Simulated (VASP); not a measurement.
# SiC (P6_3mc) in VASP: notebook, part 2 of 2

VASP 6.6.1.

## Step 5: Relaxation of cell and atoms, PBE

Contents of INCAR:

```
  PREC = Accurate
  ENCUT = 600
  EDIFF = 1E-6
  ISMEAR = 0
  SIGMA = 0.02
  LREAL = F
  LASPH = T
  NELM = 100
  ALGO = Normal
  ISIF = 3
  LWAVE = F
  LCHARG = F
  GGA = PE
  IBRION = 2
  NSW = 100
  EDIFFG = -0.005
```

Contents of KPOINTS:

```
Automatic mesh
0
Gamma
  12 12 6
```

Contents of POSCAR:

```
SiC
1.0
    3.0915302689      0.0000000000      0.0000000000
   -1.5457651345      2.6773437495      0.0000000000
    0.0000000000      0.0000000000      5.0752892174
Si C
2 2
Direct
    0.3333333333      0.6666666667      0.0046073619
    0.6666666667      0.3333333333      0.5046073619
    0.3333333333      0.6666666667      0.3803926381
    0.6666666667      0.3333333333      0.8803926381
```

Potentials or basis: VASP PAW PBE potentials, release 64 (Si, C).

Command:

```
> cat potpaw_PBE.64/Si/POTCAR potpaw_PBE.64/C/POTCAR > POTCAR
> mpirun -np 1 vasp_std > vasp.out
```

OUTCAR:

```text
PREC = Accurate
   ENCUT = 600
   EDIFF = 1E-6
   ISMEAR = 0
   LREAL = F
   LASPH = T
   NELM = 100
   ISIF = 3
   GGA = PE
   IBRION = 2
   NSW = 100
   EDIFFG = -0.005

 ion  position               nearest neighbor table
   1  0.333  0.667  0.005-   4 1.89   4 1.89   4 1.89   3 1.91   2 3.10   2 3.10   2 3.10   2 3.10
                             2 3.10   2 3.10
   2  0.667  0.333  0.505-   3 1.89   3 1.89   3 1.89   4 1.91   1 3.10   1 3.10   1 3.10   1 3.10
                             1 3.10   1 3.10
   3  0.333  0.667  0.380-   2 1.89   2 1.89   2 1.89   1 1.91
   4  0.667  0.333  0.880-   1 1.89   1 1.89   1 1.89   2 1.91

  LATTYP: Found a hexagonal cell.
 ALAT       =     3.0915302689
 C/A-ratio  =     1.6416754086

  Lattice vectors:

 A1 = (   3.0915302689,   0.0000000000,   0.0000000000)
 A2 = (  -1.5457651345,   2.6773437495,   0.0000000000)
 A3 = (   0.0000000000,   0.0000000000,   5.0752892174)

Analysis of symmetry for initial positions (statically):
=====================================================================
 Subroutine PRICEL returns:
 Original cell was already a primitive cell.

 Routine SETGRP: Setting up the symmetry group for a
 hexagonal supercell.

 Subroutine GETGRP returns: Found 12 space group operations
 (whereof  6 operations were pure point group operations)
 out of a pool of 24 trial point group operations.

The static configuration has the point symmetry C_3v.
 The point group associated with its full space group is C_6v.

Analysis of symmetry for dynamics (positions and initial velocities):
=====================================================================
 Subroutine PRICEL returns:
 Original cell was already a primitive cell.

 Routine SETGRP: Setting up the symmetry group for a
 hexagonal supercell.

 Subroutine GETGRP returns: Found 12 space group operations
 (whereof  6 operations were pure point group operations)
 out of a pool of 24 trial point group operations.

The dynamic configuration has the point symmetry C_3v.
 The point group associated with its full space group is C_6v.

 Subroutine INISYM returns: Found 12 space group operations
 (whereof  6 operations are pure point group operations),
 and found     1 'primitive' translations

----------------------------------------------------------------------------------------

                                     Primitive cell

  volume of cell :      42.0086

  direct lattice vectors                    reciprocal lattice vectors
     3.091530269  0.000000000  0.000000000     0.323464405  0.186752261  0.000000000
    -1.545765135  2.677343749  0.000000000     0.000000000  0.373504523  0.000000000
     0.000000000  0.000000000  5.075289217     0.000000000  0.000000000  0.197033106

  length of vectors
     3.091530269  3.091530269  5.075289217     0.373504523  0.373504523  0.197033106

  position of ions in fractional coordinates (direct lattice)
     0.333333333  0.666666667  0.004607362
     0.666666667  0.333333333  0.504607362
     0.333333333  0.666666667  0.380392638
     0.666666667  0.333333333  0.880392638

  ion indices of the primitive-cell ions
   primitive index   ion index
                 1           1
                 2           2
                 3           3
                 4           4

----------------------------------------------------------------------------------------

[... 65 lines left out ...]
   LSORBIT =      F    spin-orbit coupling
   LASPH  =      T    aspherical Exc in radial PAW
   ENCUT  =  600.0 eV  44.10 Ry    6.64 a.u.   6.17  6.17 10.14*2*pi/ulx,y,z
   NELM   =    100;   NELMIN=  2; NELMDL= -5     # of ELM steps
   EDIFF  = 0.1E-05   stopping-criterion for ELM
   LREAL  =      F    real-space projection
   EDIFFG = -.5E-02   stopping-criterion for IOM
   NSW    =    100    number of steps for IOM
   IBRION =      2    ionic relax: 0-MD 1-quasi-New 2-CG
   NFREE  =      1    steps in history (QN), initial steepest desc. (CG)
   ISIF   =      3    stress and relaxation
   ISYM   =      2    0-nonsym 1-usesym 2-fastsym
   POTIM  = 0.5000    time-step for ionic-motion
   TEBEG  =    0.0;   TEEND  =   0.0 temperature during run
   PSTRESS=    0.0 pullay stress
   NELECT =      16.0000    total number of electrons
   NUPDOWN=      -1.0000    fix difference up-down
   EMIN   =  10.00;   EMAX   =-10.00  energy-range for DOS
   EFERMI =   0.00;   METHOD = LEGACY
   ISMEAR =     0;   SIGMA  =   0.02  broadening in eV -4-tet -1-fermi 0-gaus
   EFERMI_NEDOS =   21; number of points for ismear=-14 and -15
   IALGO  =     38    algorithm
   IMIX   =      4    mixing-type and parameters
     AMIX     =   0.40;   BMIX     =  1.00
     AMIX_MAG =   1.60;   BMIX_MAG =  1.00
  volume/ion in A,a.u.               =      10.50        70.87
  Fermi-wavevector in a.u.,A,eV,Ry     =   1.186685  2.242509 19.160005  1.408221
  Thomas-Fermi vector in A             =   2.322852
   LORBIT       =      0    0 simple, 1 ext, 2 COOP (PROOUT), +10 PAW based schemes
   GGA     = PE    functional components
   LHFCALC =     F    Hartree Fock is set to
   AEXX    =    0.0000 exact exchange contribution
   IVDW    =     0    specifies the selected vdW correction
   LEPSILON=     F    determine dielectric tensor
   LRPA    =     F    only Hartree local field effects (RPA)
 conjugate gradient relaxation of ions
 non-spin polarized calculation
 Gauss-broadening in eV      SIGMA  =   0.02
  energy-cutoff  :      600.00
  volume of cell :       42.01
 maximum number of plane-waves:      1420
 NGX is ok and might be reduce to    28
   NGX = 13   NGY = 13   NGZ = 21

--------------------------------------- Ionic step        1  -------------------------------------------

 number of electron      16.0000000 magnetization

 Free energy of the ion-electron system (eV)
  ---------------------------------------------------
  ext. energy  EPLUGINS =         0.00000000
  ---------------------------------------------------
  free energy    TOTEN  =       -30.11299556 eV

  energy without entropy =      -30.11299556  energy(sigma->0) =      -30.11299556

------------------------ aborting loop because EDIFF is reached ----------------------------------------

  FORCE on cell =-STRESS in cart. coord.  units (eV):
  Direction    XX          YY          ZZ          XY          YZ          ZX
  --------------------------------------------------------------------------------------
  -------------------------------------------------------------------------------------
  Total       -0.0314563     -0.0314563     -0.0681301      0.0000000      0.0000000      0.0000000
  in kB       -1.1997213     -1.1997213     -2.5984319      0.0000000      0.0000000      0.0000000
  external PRESSURE =      -1.6659581 kB  Pullay stress =       0.0000000 kB
[... 63 lines left out ...]
--------------------------------------- Ionic step        3  -------------------------------------------

 number of electron      16.0000000 magnetization

 Free energy of the ion-electron system (eV)
  ---------------------------------------------------
  ext. energy  EPLUGINS =         0.00000000
  ---------------------------------------------------
  free energy    TOTEN  =       -30.11301840 eV

  energy without entropy =      -30.11301840  energy(sigma->0) =      -30.11301840

 E-fermi :   8.2209     XC(G=0): -11.2865

 val. band max:        8.0939258172   @ k =   0.0000   0.0000   0.0000
 cond. band min:      10.3948655596   @ k =   0.3333   0.3333   0.0000
 fundamental gap:      2.3009397424
 Fermi energy:         8.2209048783

 k-point     1 :       0.0000    0.0000    0.0000
  band No.  band energies     occupation
      1      -7.3589      2.00000
      2      -3.8472      2.00000
      3      -0.5205      2.00000
      4       6.7846      2.00000
      5       6.7846      2.00000
      6       7.9820      2.00000
      7       8.0939      2.00000
      8       8.0939      2.00000
      9      12.7767      0.00000
     10      14.1462      0.00000
     11      14.6745      0.00000
     12      14.6745      0.00000
[... 331 lines left out ...]
 k-point    24 :       0.3333   -0.0000    0.1667
  band No.  band energies     occupation
      1      -5.4072      2.00000
      2      -2.8895      2.00000
      3       0.8083      2.00000
      4       2.5139      2.00000
      5       3.3379      2.00000
      6       5.2710      2.00000
      7       6.5026      2.00000
      8       6.9956      2.00000
      9      11.4465      0.00000
     10      12.5526      0.00000
     11      14.8278      0.00000
     12      15.8574      0.00000

 [... further k-points ...]

------------------------ aborting loop because EDIFF is reached ----------------------------------------

  FORCE on cell =-STRESS in cart. coord.  units (eV):
  Direction    XX          YY          ZZ          XY          YZ          ZX
  --------------------------------------------------------------------------------------
  -------------------------------------------------------------------------------------
  Total        0.0048635      0.0048635     -0.0011377     -0.0000000      0.0000000      0.0000000
  in kB        0.1856460      0.1856460     -0.0434286     -0.0000000      0.0000000      0.0000000
  external PRESSURE =       0.1092878 kB  Pullay stress =       0.0000000 kB
[... 19 lines left out ...]
  FREE ENERGIE OF THE ION-ELECTRON SYSTEM (eV)
  ---------------------------------------------------
  free  energy   TOTEN  =       -30.1130183962 eV

  energy  without entropy=      -30.1130183962  energy(sigma->0) =      -30.11301840

 reached required accuracy - stopping structural energy minimisation
```

Wall time 2 min (1 thread of Intel Xeon Platinum 8259CL at 2.50GHz (Skylake/Cascade Lake), shared host); peak memory 0.19 GiB.

What came out:

```
Free energy                            : -30.1130 eV
Relaxed volume                         : 10.49 Å³/atom
Relaxed cell                           : a = 3.091 Å, b = 3.091 Å, c = 5.073 Å, α = 90.00°, β = 90.00°, γ = 120.00°
Space group after relaxing (to 0.05 Å) : P6_3mc (No. 186)
Energy gained by relaxing              : 0.0 meV/atom
Ionic steps                            : 3
Pressure after relaxing                : 0.0 GPa
Band gap on the k mesh                 : 2.30 eV, indirect (least direct gap 3.94 eV)
```

Forces in eV/Å, atoms in the order of the input:
```
Si   0.000  0.000 -0.002
Si   0.000  0.000 -0.002
C    0.000  0.000  0.002
C    0.000  0.000  0.002
```

Final structure:
```xyz
4
Lattice="3.0909 0.0000 0.0000 -1.5455 2.6768 0.0000 0.0000 0.0000 5.0731" Properties=species:S:1:pos:R:3 pbc="T T T"
Si    0.0000    1.7845    0.0233
Si    1.5455    0.8923    2.5599
C     0.0000    1.7845    1.9298
C     1.5455    0.8923    4.4663
```

Levels at points of the mesh, in eV from the valence-band top:
```
           k point  band 6  band 7  band 8  band 9  band 10  band 11
(0.00, 0.00, 0.00)   -0.11    0.00    0.00    4.68     6.05     6.58
(0.50, 0.00, 0.00)   -3.29   -3.24   -1.19    2.75     4.21     6.77
(0.00, 0.00, 0.50)   -0.71   -0.71   -0.71    5.77     5.77     7.27
(0.50, 0.00, 0.50)   -2.42   -2.31   -2.31    3.25     3.25     5.19
```

A k mesh can miss the band edges.
